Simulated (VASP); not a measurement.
Set up this calculation in VASP 6.6.1, as the native input.

```yaml
Task: single point
Functional: PBEsol
Potentials_or_basis: VASP PAW PBE potentials, release 64 (Cs_sv, Li_sv, Sc_sv, F)
Cutoff: 520 eV
k_mesh: 6 × 6 × 6
Occupations: gaussian, width 0.05 eV
Spin: no spin polarisation
Dipole_correction: no
Further_INCAR_settings: ALGO = Normal; EDIFF = 1e-07; NBANDS = 48
```

The structure of Cs2LiScF6 lies in POSCAR:

```
Cs2LiScF6
1.0
    0.0000000000      4.2963951983      4.2963951983
    4.2963951983      0.0000000000      4.2963951983
    4.2963951983      4.2963951983      0.0000000000
Cs Li Sc F
2 1 1 6
Direct
    0.7517743800      0.7482256200      0.7482256200
    0.2517743800      0.2482256200      0.2482256200
    0.5465506525      0.4534493475      0.4534493475
   -0.0030510315      0.0030510315      0.0030510315
    0.7503113525      0.2496886475      0.2496886475
    0.2346014300      0.2390377562      0.7653985700
    0.2239505387      0.7760494613      0.7760494613
    0.2346014300      0.7653985700      0.2390377562
    0.7609622438      0.2390377562      0.7653985700
    0.7609622438      0.7653985700      0.2390377562
```

This cell differs from its parent crystal: atoms displaced along a vibrational mode.

These files were run (other wordings do the same):

INCAR

```
PREC = Accurate
ENCUT = 520
EDIFF = 1E-7
ISMEAR = 0
SIGMA = 0.05
LREAL = F
LASPH = T
NELM = 100
ALGO = Normal
ISIF = 2
LWAVE = F
LCHARG = F
GGA = PS
NBANDS = 48
```

KPOINTS

```
Automatic mesh
0
Gamma
  6 6 6
```

Potentials or basis: VASP PAW PBE potentials, release 64 (Cs_sv, Li_sv, Sc_sv, F).

Run with:

```bash
$ cat potpaw_PBE.64/Cs_sv/POTCAR potpaw_PBE.64/Li_sv/POTCAR potpaw_PBE.64/Sc_sv/POTCAR potpaw_PBE.64/F/POTCAR > POTCAR
$ mpirun -np 1 vasp_std > vasp.out
```

Results of the run:

The largest force is 0.879 eV/Å and the band gap on the k mesh is 6.77 eV (least direct gap 6.78 eV).

Caveat: the cell differs from its parent crystal (atoms displaced along a vibrational mode); the PAW data sets were made with another functional, which shifts forces and pressure a little; spin-orbit coupling is left out, which moves the levels of the heavy elements.

Run time: 5.9 min on 1 thread of Intel(R) Xeon(R) Platinum 8259CL CPU @ 2.50GHz (Skylake/Cascade Lake), on a shared host, peak memory 0.44 GiB.
